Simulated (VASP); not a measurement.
# CdTe (I-4m2) in VASP: dielectric tensor with r2SCAN

Aim: the dielectric tensor of CdTe with r2SCAN.

Program: VASP 6.6.1. These are calculated values, not measurements. Logs are shortened: lines on timing, memory, paths and dates and some standing lists are left out, and cuts for length are marked.

## (1) The cell of the first run

The structure is tetragonal, space group I-4m2 (No. 119). The conventional cell has a = 4.639 Å, b = 4.639 Å, c = 6.429 Å, α = 90.00°, β = 90.00°, γ = 90.00°. Cd (site symmetry -4m2) has 4 Te at 2.82 Å within 3.7 Å. Te (site symmetry -4m2) has 4 Cd at 2.82 Å within 3.7 Å.

## (2) Dielectric tensor, r2SCAN (uniaxial z strain -2.0%)

INCAR reads:

```
SYSTEM = CdTe
ALGO = Normal ; EDIFF = 1E-8
ENCUT = 520 ; ISIF = 2
ISMEAR = 0 ; LASPH = .True.
LCALCEPS = .True. ; LCHARG = .False.
LMIXTAU = .True. ; LREAL = .False.
LWAVE = .False. ; METAGGA = R2SCAN
NELM = 60 ; PREC = Accurate
SIGMA = 0.01
```

KPOINTS reads:

```
k-points
0
Gamma
  6 6 6
  0 0 0
```

POSCAR reads:

```
CdTe
1.0
    0.0000000000      3.2799551162      3.2143560138
    3.2799551162      0.0000000000      3.2143560138
    3.2799551162      3.2799551162      0.0000000000
Cd Te
1 1
Direct
    0.0000000000      0.0000000000      0.0000000000
    0.2500000000      0.2500000000      0.2500000000
```

Potentials or basis: VASP PAW PBE potentials, release 64 (Cd, Te).

On the command line:

```sh
$ cat potpaw_PBE.64/Cd/POTCAR potpaw_PBE.64/Te/POTCAR > POTCAR
$ mpirun -np 1 vasp_std > vasp.out
```

OUTCAR:

```text
SYSTEM = CdTe
   EDIFF = 1E-8
   ENCUT = 520
   ISIF = 2
   ISMEAR = 0
   LASPH = .True.
   LREAL = .False.
   METAGGA = R2SCAN
   NELM = 60
   PREC = Accurate

 ion  position               nearest neighbor table
   1  0.000  0.000  0.000-   2 2.82   2 2.82   2 2.82   2 2.82
   2  0.250  0.250  0.250-   1 2.82   1 2.82   1 2.82   1 2.82

  LATTYP: Found a body centered tetragonal cell.
 ALAT       =     4.6385570093
 C/A-ratio  =     1.3859292911

  Lattice vectors:

 A1 = (   0.0000000000,  -3.2799551162,  -3.2143560138)
 A2 = (   0.0000000000,   3.2799551162,  -3.2143560138)
 A3 = (   3.2799551162,   0.0000000000,   3.2143560138)

Analysis of symmetry for initial positions (statically):
=====================================================================
 Subroutine PRICEL returns:
 Original cell was already a primitive cell.

 Routine SETGRP: Setting up the symmetry group for a
 body centered tetragonal supercell.

 Subroutine GETGRP returns: Found  8 space group operations
 (whereof  8 operations were pure point group operations)
 out of a pool of 16 trial point group operations.

The static configuration has the point symmetry D_2d.

Analysis of symmetry for dynamics (positions and initial velocities):
=====================================================================
 Subroutine PRICEL returns:
 Original cell was already a primitive cell.

 Routine SETGRP: Setting up the symmetry group for a
 body centered tetragonal supercell.

 Subroutine GETGRP returns: Found  8 space group operations
 (whereof  8 operations were pure point group operations)
 out of a pool of 16 trial point group operations.

The dynamic configuration has the point symmetry D_2d.

 Subroutine INISYM returns: Found  8 space group operations
 (whereof  8 operations are pure point group operations),
 and found     1 'primitive' translations

----------------------------------------------------------------------------------------

                                     Primitive cell

  volume of cell :      69.1608

  direct lattice vectors                    reciprocal lattice vectors
     0.000000000  3.279955116  3.214356014    -0.152441110  0.152441110  0.155552153
     3.279955116  0.000000000  3.214356014     0.152441110 -0.152441110  0.155552153
     3.279955116  3.279955116  0.000000000     0.152441110  0.152441110 -0.155552153

  length of vectors
[... 140 lines left out ...]
  band No.  band energies     occupation
      1      -9.4753      2.00000
      2      -6.5553      2.00000
      3      -6.5540      2.00000
      4      -6.5497      2.00000
      5      -6.2824      2.00000
      6      -6.2802      2.00000
      7       1.9345      2.00000
      8       1.9351      2.00000
      9       2.0001      2.00000
     10   10000.0000      0.00000
     11   10000.0000      0.00000
     12   10000.0000      0.00000
     13   10000.0000      0.00000
[... 354 lines left out ...]
  band No.  band energies     occupation
      1      -8.9947      2.00000
      2      -6.4289      2.00000
      3      -6.4089      2.00000
      4      -6.3438      2.00000
      5      -6.2603      2.00000
      6      -5.8321      2.00000
      7      -2.1285      2.00000
      8      -0.1769      2.00000
      9       0.3646      2.00000
     10   10000.0000      0.00000
     11   10000.0000      0.00000
     12   10000.0000      0.00000
     13   10000.0000      0.00000

 [... further k-points ...]

------------------------ aborting loop because EDIFF is reached ----------------------------------------

            Ionic dipole moment: p[ion]=(     9.83987     9.83987     9.64307 ) |e| Angst

 Total electronic dipole moment: p[elc]=(     0.02288     0.02288     0.04613 ) |e| Angst

 MACROSCOPIC STATIC DIELECTRIC TENSOR (including local field effects)
 ------------------------------------------------------
           7.304082     0.000000     0.000000
           0.000000     7.304082     0.000000
           0.000000     0.000000     7.209515
 ------------------------------------------------------

 PIEZOELECTRIC TENSOR (including local field effects) (e Angst)
          XX          YY          ZZ          XY          YZ          ZX
  --------------------------------------------------------------------------------
  x     0.00000     0.00000     0.00000     0.00000    -2.49261    -0.00000
  y     0.00000     0.00000     0.00000    -0.00000     0.00000    -2.49261
  z     0.00000     0.00000     0.00000    -2.60471     0.00000     0.00000

 PIEZOELECTRIC TENSOR (including local field effects) (C/m^2)
          XX          YY          ZZ          XY          YZ          ZX
  --------------------------------------------------------------------------------
  x     0.00000     0.00000     0.00000     0.00000    -0.57744    -0.00000
  y     0.00000     0.00000     0.00000    -0.00000     0.00000    -0.57744
  z     0.00000     0.00000     0.00000    -0.60341     0.00000     0.00000

 BORN EFFECTIVE CHARGES (including local field effects) (in |e|, cummulative output)
 ---------------------------------------------------------------------------------
 ion    1
    1     2.23034    -0.00000     0.00000
    2     0.00000     2.23034     0.00000
    3     0.00000     0.00000     2.16163
 ion    2
    1    -2.23034     0.00000     0.00000
    2    -0.00000    -2.23034     0.00000
    3     0.00000     0.00000    -2.16163

  FORCE on cell =-STRESS in cart. coord.  units (eV):
  Direction    XX          YY          ZZ          XY          YZ          ZX
  --------------------------------------------------------------------------------------
  -------------------------------------------------------------------------------------
  Total        0.3533805      0.3533805      0.4894580      0.0000000      0.0000000      0.0000000
  in kB        8.1864080      8.1864080     11.3387776      0.0000000      0.0000000      0.0000000
  external PRESSURE =       9.2371979 kB  Pullay stress =       0.0000000 kB

 VOLUME and BASIS-vectors are now :
 -----------------------------------------------------------------------------
  energy-cutoff  :      520.00
  volume of cell :       69.16
      direct lattice vectors                 reciprocal lattice vectors
     0.000000000  3.279955116  3.214356014    -0.152441110  0.152441110  0.155552153
     3.279955116  0.000000000  3.214356014     0.152441110 -0.152441110  0.155552153
     3.279955116  3.279955116  0.000000000     0.152441110  0.152441110 -0.155552153

 POSITION                                       TOTAL-FORCE (eV/Angst)
 -----------------------------------------------------------------------------------
      0.00000      0.00000      0.00000         0.000000      0.000000     -0.000000
      1.63998      1.63998      1.60718        -0.000000     -0.000000      0.000000
 -----------------------------------------------------------------------------------
    total drift:                               -0.000001     -0.000001     -0.000001

  FREE ENERGIE OF THE ION-ELECTRON SYSTEM (eV)
  ---------------------------------------------------
  free  energy   TOTEN  =       -46.6364173397 eV

  energy  without entropy=      -46.6364173397  energy(sigma->0) =      -46.63641734
```

stdout:

```text
POSCAR found type information on POSCAR CdTe
 POSCAR found :  2 types and       2 ions
 scaLAPACK will be used
 -----------------------------------------------------------------------------
|                                                                             |
[... 110 lines left out ...]
 p_tot=(  0.986E+01  0.989E+01  0.967E+01 )
dp_tot=(  0.223E-04  0.235E-01  0.223E-04 )  diag[e(oo)]=(    ---    7.15772    ---   )
 p_tot=(  0.986E+01  0.989E+01  0.967E+01 )
dp_tot=(  0.191E-04  0.237E-01  0.216E-04 )  diag[e(oo)]=(    ---    7.21317    ---   )
 p_tot=(  0.986E+01  0.989E+01  0.967E+01 )
dp_tot=(  0.194E-04  0.239E-01  0.212E-04 )  diag[e(oo)]=(    ---    7.24426    ---   )
 p_tot=(  0.986E+01  0.989E+01  0.967E+01 )
dp_tot=(  0.205E-04  0.239E-01  0.211E-04 )  diag
```

Run time: 47 min. Hardware: 1 thread of Intel Xeon Platinum 8488C (Sapphire Rapids), shared host; peak memory 0.57 GiB.

Results:

| Property | Result |
| --- | --- |
| Band gap on the k mesh | 1.17 eV |
| Electronic dielectric tensor (diagonal) | 7.30, 7.30, 7.21 |
| Born charges (mean of the diagonal) | Cd +2.21; Te -2.21 e |

Levels at points of the mesh, in eV from the valence-band top:
| k point | band 7 | band 8 | band 9 | band 10 | band 11 | band 12 |
| --- | --- | --- | --- | --- | --- | --- |
| (0.00, 0.00, 0.00) | -0.06 | -0.06 | 0.00 | 1.17 | 4.99 | 5.00 |
| (0.50, 0.00, 0.00) | -4.45 | -0.86 | -0.76 | 2.17 | 5.49 | 5.62 |
| (0.50, 0.50, 0.00) | -4.25 | -1.96 | -1.96 | 2.82 | 2.84 | 9.43 |
| (0.50, 0.00, 0.50) | -4.35 | -1.88 | -1.85 | 2.90 | 3.00 | 9.27 |

Electronic dielectric tensor:
```
7.30 0.00 0.00
0.00 7.30 0.00
0.00 0.00 7.21
```

Born effective charge tensors (e):
atom 1, Cd
```
2.23 0.00 0.00
0.00 2.23 0.00
0.00 0.00 2.16
```
atom 2, Te
```
-2.23  0.00  0.00
 0.00 -2.23  0.00
 0.00  0.00 -2.16
```

Dipole moments of the cell (e·Å, modulo the quantum): ionic 9.840, 9.840, 9.643; electronic 0.023, 0.023, 0.046

Caveat: the cell differs from its parent crystal (uniaxial z strain -2.0%); the PAW data sets were made with another functional, which shifts forces and pressure a little; spin-orbit coupling is left out, which moves the levels of the heavy elements.
